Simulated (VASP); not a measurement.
Set up this calculation in VASP 6.6.1, as the native input.

| Quantity | Value |
| --- | --- |
| Task | relaxation of cell and atoms |
| Functional | PBE |
| Potentials or basis | VASP PAW PBE potentials, release 64 (K_sv, C) |
| Cutoff | 600 eV |
| k mesh | 8 × 8 × 6 |
| Occupations | gaussian, width 0.02 eV |
| Spin | no spin polarisation |
| Dipole correction | no |
| Further INCAR settings | ALGO = Normal; EDIFF = 1e-07; IBRION = 2; EDIFFG = -0.01; NSW = 100; ISIF = 3 |

The structure of KC lies in POSCAR:

```
KC
1.0
    4.0328585540      0.0000000000      0.0000000000
    0.0000000000      4.0328585540      0.0000000000
    0.0000000000      0.0000000000      6.1796720561
K C
2 2
Direct
    0.5000000000      0.5000000000      0.5000000000
    0.5000000000      0.5000000000      0.0000000000
    0.0000000000      0.0000000000      0.6025741672
    0.0000000000      0.0000000000      0.3974258328
```

The cell was generated, and may not be a known phase.

One way to write it, as run:

INCAR

```
SYSTEM = KC
ALGO = Normal
EDIFF = 1E-7
EDIFFG = -0.01
ENCUT = 600
GGA = PE
IBRION = 2
ISIF = 3
ISMEAR = 0
LASPH = .True.
LCHARG = .False.
LREAL = .False.
LWAVE = .False.
NELM = 60
NSW = 100
PREC = Accurate
SIGMA = 0.02
```

KPOINTS

```
k-points
0
Gamma
  8 8 6
  0 0 0
```

Potentials or basis: VASP PAW PBE potentials, release 64 (K_sv, C).

Command:

```sh
$ cat potpaw_PBE.64/K_sv/POTCAR potpaw_PBE.64/C/POTCAR > POTCAR
$ mpirun -np 1 vasp_std > vasp.out
```

It gave:

| Property | Result |
| --- | --- |
| Relaxed volume | 25.24 Å³/atom |
| Relaxed cell | a = 4.041 Å, b = 4.041 Å, c = 6.183 Å, α = 90.00°, β = 90.00°, γ = 90.00° |
| Space group after relaxing (to 0.1 Å) | P4/mmm (No. 123) |
| Energy gained by relaxing | 0.1 meV/atom |
| Ionic steps | 5 |
| Pressure after relaxing | 0.0 GPa |
| Largest force after relaxing | 0.008 eV/Å |
| Band gap on the k mesh | 2.48 eV (least direct gap 2.82 eV) |

Run time: 4.9 min on 1 thread of Intel(R) Xeon(R) Platinum 8259CL CPU @ 2.50GHz (Skylake/Cascade Lake), with other jobs on the host, peak memory 0.3 GiB.
